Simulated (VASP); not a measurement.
# Mg5Zn2Cl14 in VASP: notebook

Mg5Zn2Cl14 is run at these levels: PBE; tasks: single point.

Program: VASP 6.6.1. These are calculated values, not measurements. Logs are shortened: lines on timing, memory, paths and dates and some standing lists are left out, and cuts for length are marked.

## (1) The cell of the first run

The cell holds a disordered packing, 21 atoms: a = 8.305 Å, b = 8.202 Å, c = 8.228 Å, α = 92.07°, β = 93.84°, γ = 93.03°.

## (2) Single point, PBE

INCAR

```
SYSTEM = Mg5Zn2Cl14
  PREC = Accurate
  ENCUT = 520
  EDIFF = 1E-6
  ISMEAR = -1
  SIGMA = 0.05
  LREAL = Auto
  LASPH = .True.
  NELM = 80
  ALGO = Normal
  ISIF = 2
  LWAVE = .False.
  LCHARG = .False.
  GGA = PE
  NBANDS = 82
  ISYM = 0
```

KPOINTS

```
regular mesh
0
Gamma
  1 1 1
  0 0 0
```

POSCAR

```
Mg5Zn2Cl14
1.0
    8.2974160000     -0.2208390000     -0.2790260000
   -0.2208390000      8.1977830000     -0.1524450000
   -0.2790260000     -0.1524450000      8.2216760000
Zn Cl Mg
2 14 5
Direct
    0.4529322971      0.2525731746      0.6668435249
    0.6005446566      0.1948351752      0.2041051267
    0.1306554163      0.2484465232      0.0035217501
    0.5787997871      0.3035080136      0.9381893021
    0.8381711035      0.0986533507      0.7013210859
    0.6021775216      0.3467864010      0.4529199446
    0.8056915505      0.6021451518      0.0718959137
    0.2265130600      0.5905799473      0.2850164605
    0.1609892432      0.7711787446      0.9193171232
    0.8207065875      0.0300514430      0.1914604356
    0.5637161745      0.7275887512      0.4115266445
    0.4020238035      0.9827642598      0.1611178294
    0.2716268155      0.0330613374      0.5903301200
    0.5225969879      0.7904627843      0.8108011367
    0.9857646785      0.7181723033      0.5609984816
    0.2421469914      0.4170523060      0.6595152674
    0.6172076702      0.8157095651      0.1038373237
    0.2957827685      0.6811485275      0.5596342850
    0.0870363526      0.0183345368      0.8202993421
    0.0684141385      0.5177140260      0.0366278406
    0.7507486229      0.8367455780      0.6281944296
```

Potentials or basis: VASP PAW PBE potentials, release 64 (Zn, Cl, Mg).

On the command line:

```console
cat potpaw_PBE.64/Zn/POTCAR potpaw_PBE.64/Cl/POTCAR potpaw_PBE.64/Mg/POTCAR > POTCAR
mpirun -np 1 vasp_gam > vasp.out
```

OUTCAR:

```text
SYSTEM = Mg5Zn2Cl14
   PREC = Accurate
   ENCUT = 520
   EDIFF = 1E-6
   ISMEAR = -1
   LREAL = Auto
   LASPH = .True.
   NELM = 80
   ISIF = 2
   GGA = PE
   ISYM = 0

 ion  position               nearest neighbor table
   1  0.453  0.253  0.667-  16 2.26  13 2.33   6 2.35   4 2.41
   2  0.601  0.195  0.204-  12 2.33  10 2.34   6 2.36   4 2.39  17 3.20
   3  0.131  0.248  0.004-  20 2.31  19 2.37
   4  0.579  0.304  0.938-   2 2.39   1 2.41
   5  0.838  0.099  0.701-  21 2.28  19 2.36
   6  0.602  0.347  0.453-   1 2.35   2 2.36
   7  0.806  0.602  0.072-  20 2.36  17 2.43
   8  0.227  0.591  0.285-  18 2.38  20 2.39
   9  0.161  0.771  0.919-  19 2.31  20 2.43
  10  0.821  0.030  0.191-   2 2.34  17 2.43
  11  0.564  0.728  0.412-  21 2.40  18 2.62  17 2.72
  12  0.402  0.983  0.161-   2 2.33  17 2.37
  13  0.272  0.033  0.590-   1 2.33  19 2.52  18 2.91
  14  0.523  0.790  0.811-  17 2.48  21 2.52  18 2.79
  15  0.986  0.718  0.561-  21 2.32  18 2.61
  16  0.242  0.417  0.660-   1 2.26  18 2.38
  17  0.617  0.816  0.104-  12 2.37  10 2.43   7 2.43  14 2.48  11 2.72   2 3.20
  18  0.296  0.681  0.560-  16 2.38   8 2.38  15 2.61  11 2.62  14 2.79  13 2.91
  19  0.087  0.018  0.820-   9 2.31   5 2.36   3 2.37  13 2.52  21 3.36
  20  0.068  0.518  0.037-   3 2.31   7 2.36   8 2.39   9 2.43
  21  0.751  0.837  0.628-   5 2.28  15 2.32  11 2.40  14 2.52  19 3.36

IMPORTANT INFORMATION: All symmetrisations will be switched off!
NOSYMM: (Re-)initialisation of all symmetry stuff for point group C_1.

----------------------------------------------------------------------------------------

                                     Primitive cell

  volume of cell :     557.9910

  direct lattice vectors                    reciprocal lattice vectors
     8.297416000 -0.220839000 -0.279026000     0.120747964  0.003330166  0.004159674
    -0.220839000  8.197783000 -0.152445000     0.003330166  0.122118119  0.002377313
    -0.279026000 -0.152445000  8.221676000     0.004159674  0.002377313  0.121814952

  length of vectors
     8.305042905  8.202173825  8.227821780     0.120865478  0.122186647  0.121909134

  position of ions in fractional coordinates (direct lattice)
     0.452932297  0.252573175  0.666843525
     0.600544657  0.194835175  0.204105127
     0.130655416  0.248446523  0.003521750
     0.578799787  0.303508014  0.938189302
     0.838171104  0.098653351  0.701321086
     0.602177522  0.346786401  0.452919945
[... 13 lines left out ...]
     0.068414139  0.517714026  0.036627841
     0.750748623  0.836745578  0.628194430

  ion indices of the primitive-cell ions
   primitive index   ion index
                 1           1
                 2           2
[... 73 lines left out ...]
   ISIF   =      2    stress and relaxation
   ISYM   =      0    0-nonsym 1-usesym 2-fastsym
   POTIM  = 0.5000    time-step for ionic-motion
   TEBEG  =    0.0;   TEEND  =   0.0 temperature during run
   PSTRESS=    0.0 pullay stress
   NELECT =     132.0000    total number of electrons
   NUPDOWN=      -1.0000    fix difference up-down
   EMIN   =  10.00;   EMAX   =-10.00  energy-range for DOS
   EFERMI =   0.00;   METHOD = LEGACY
   ISMEAR =    -1;   SIGMA  =   0.05  broadening in eV -4-tet -1-fermi 0-gaus
   EFERMI_NEDOS =   21; number of points for ismear=-14 and -15
   IALGO  =     38    algorithm
   IMIX   =      4    mixing-type and parameters
     AMIX     =   0.40;   BMIX     =  1.00
     AMIX_MAG =   1.60;   BMIX_MAG =  1.00
  volume/ion in A,a.u.               =      26.57       179.31
  Fermi-wavevector in a.u.,A,eV,Ry     =   1.012489  1.913327 13.947801  1.025134
  Thomas-Fermi vector in A             =   2.145602
   LORBIT       =      0    0 simple, 1 ext, 2 COOP (PROOUT), +10 PAW based schemes
   GGA     = PE    functional components
   LHFCALC =     F    Hartree Fock is set to
   AEXX    =    0.0000 exact exchange contribution
   IVDW    =     0    specifies the selected vdW correction
   LEPSILON=     F    determine dielectric tensor
   LRPA    =     F    only Hartree local field effects (RPA)
 non-spin polarized calculation
  energy-cutoff  :      520.00
  volume of cell :      557.99
 maximum number of plane-waves:      7510
 NGX is ok and might be reduce to    64
   NGX = 31   NGY = 31   NGZ = 31

 number of electron     131.9999979 magnetization

 Free energy of the ion-electron system (eV)
  ---------------------------------------------------
  ext. energy  EPLUGINS =         0.00000000
  ---------------------------------------------------
  free energy    TOTEN  =       -65.47550076 eV

  energy without entropy =      -65.47550076  energy(sigma->0) =      -65.47550076

 E-fermi :   0.6808     XC(G=0):  -7.7370

 val. band max:       -0.5101611349   @ k =   0.0000   0.0000   0.0000
 cond. band min:       2.6315681014   @ k =   0.0000   0.0000   0.0000
 fundamental gap:      3.1417292363
 Fermi energy:         0.6808186650

 k-point     1 :       0.0000    0.0000    0.0000
  band No.  band energies     occupation
      1     -14.7088      2.00000
      2     -14.3820      2.00000
      3     -14.3236      2.00000
      4     -14.2854      2.00000
      5     -14.1530      2.00000
      6     -14.0713      2.00000
[... 70 lines left out ...]
     77       6.6576      0.00000
     78       6.7794      0.00000
 [bands above 78 left out]

------------------------ aborting loop because EDIFF is reached ----------------------------------------

  FORCE on cell =-STRESS in cart. coord.  units (eV):
  Direction    XX          YY          ZZ          XY          YZ          ZX
  --------------------------------------------------------------------------------------
  -------------------------------------------------------------------------------------
  Total        5.0153451      7.0084215     -0.6697336      0.5593594     -1.7487258      2.0545393
  in kB       14.4007204     20.1235041     -1.9230274      1.6061064     -5.0211721      5.8992642
  external PRESSURE =      10.8670657 kB  Pullay stress =       0.0000000 kB

 VOLUME and BASIS-vectors are now :
 -----------------------------------------------------------------------------
  energy-cutoff  :      520.00
  volume of cell :      557.99
      direct lattice vectors                 reciprocal lattice vectors
     8.297416000 -0.220839000 -0.279026000     0.120747964  0.003330166  0.004159674
    -0.220839000  8.197783000 -0.152445000     0.003330166  0.122118119  0.002377313
    -0.279026000 -0.152445000  8.221676000     0.004159674  0.002377313  0.121814952

 POSITION                                       TOTAL-FORCE (eV/Angst)
 -----------------------------------------------------------------------------------
      3.51632      1.86886      5.31769         0.167746      0.066750      0.244533
      4.88299      1.43348      1.48082        -0.193121     -0.328662     -0.076469
      1.02825      2.00732     -0.04538         0.010643     -0.179818      0.193244
      4.47374      2.21725      7.50572        -0.333651     -0.187866     -0.413391
      6.73718      0.51672      5.51712         0.099113      0.121760      0.097385
      4.79356      2.64085      3.50287         0.065359     -0.598312     -0.213150
[... 13 lines left out ...]
      0.44311      4.22342      0.20313         0.034020      0.632737      0.384997
      5.86921      6.59790      4.82778        -0.585061     -0.651547     -0.349132
 -----------------------------------------------------------------------------------
    total drift:                               -0.000505      0.001417      0.005717

  FREE ENERGIE OF THE ION-ELECTRON SYSTEM (eV)
  ---------------------------------------------------
  free  energy   TOTEN  =       -65.4755007647 eV

  energy  without entropy=      -65.4755007646  energy(sigma->0) =      -65.47550076
```

OSZICAR:

```text
N       E                     dE             d eps       ncg     rms          rms(c)
DAV:   1     0.143196036517E+04    0.14320E+04   -0.62250E+04   164   0.154E+03
DAV:   2     0.152117535357E+03   -0.12798E+04   -0.12262E+04   204   0.344E+02
DAV:   3    -0.595476178848E+02   -0.21167E+03   -0.20934E+03   182   0.152E+02
DAV:   4    -0.696056759931E+02   -0.10058E+02   -0.99979E+01   192   0.384E+01
DAV:   5    -0.698406898082E+02   -0.23501E+00   -0.23448E+00   192   0.636E+00    0.131E+01
DAV:   6    -0.657017133983E+02    0.41390E+01   -0.54949E+00   272   0.487E+01    0.986E+00
DAV:   7    -0.655357153124E+02    0.16600E+00   -0.99076E+00   208   0.968E+00    0.627E+00
DAV:   8    -0.654576183319E+02    0.78097E-01   -0.95936E-01   208   0.418E+00    0.276E+00
DAV:   9    -0.654687702163E+02   -0.11152E-01   -0.87037E-02   216   0.296E+00    0.400E-01
DAV:  10    -0.654729998515E+02   -0.42296E-02   -0.21666E-02   208   0.972E-01    0.323E-01
DAV:  11    -0.654748186457E+02   -0.18188E-02   -0.48199E-03   208   0.340E-01    0.136E-01
DAV:  12    -0.654754988249E+02   -0.68018E-03   -0.18241E-03   192   0.177E-01    0.575E-02
DAV:  13    -0.654755026148E+02   -0.37899E-05   -0.13035E-04   200   0.533E-02    0.545E-02
DAV:  14    -0.654755003435E+02    0.22713E-05   -0.59136E-05   184   0.279E-02    0.259E-02
DAV:  15    -0.654755006231E+02   -0.27962E-06   -0.34147E-05   184   0.206E-02    0.114E-02
DAV:  16    -0.654755007647E+02   -0.14166E-06   -0.47707E-06   184   0.161E-02
   1 F= -.65475501E+02 E0= -.65475501E+02  d E =-.123299E-09
```

Run time: 46 s. Hardware: 1 thread of Intel Xeon 6975P-C (Granite Rapids), shared host; peak memory 0.53 GiB.

What came out:

```
Free energy   : -65.4755 eV
Pressure      : 1.1 GPa
Largest force : 0.943 eV/Å
```

Forces in eV/Å, atoms in the order of the input:
```
Zn   0.168  0.067  0.245
Zn  -0.193 -0.329 -0.076
Cl   0.011 -0.180  0.193
Cl  -0.334 -0.188 -0.413
Cl   0.099  0.122  0.097
Cl   0.065 -0.598 -0.213
Cl  -0.058  0.080  0.082
Cl  -0.271 -0.333 -0.600
Cl  -0.156 -0.346  0.102
Cl  -0.281  0.113  0.039
Cl   0.390  0.444  0.359
Cl   0.174  0.557  0.211
Cl   0.080 -0.443  0.177
Cl   0.675 -0.117 -0.329
Cl  -0.129  0.017 -0.012
Cl  -0.055  0.545  0.193
Mg   0.208 -0.129  0.326
Mg  -0.075  0.417 -0.094
Mg   0.232  0.320 -0.323
Mg   0.034  0.633  0.385
Mg  -0.585 -0.652 -0.349
```

Stress tensor (GPa, compression positive):
```
 1.44  0.16  0.59
 0.16  2.01 -0.50
 0.59 -0.50 -0.19
```

Levels at points of the mesh, in eV from the Fermi level:
```
           k point  band 63  band 64  band 65  band 66  band 67  band 68  band 69  band 70
(0.00, 0.00, 0.00)    -1.53    -1.47    -1.31    -1.19     1.95     3.27     3.96     4.29
```

Caveat: the k points lie up to 0.77 Å⁻¹ apart; the atoms stand as in a frame of molecular dynamics.

(Part 1 of 2 ends here.)
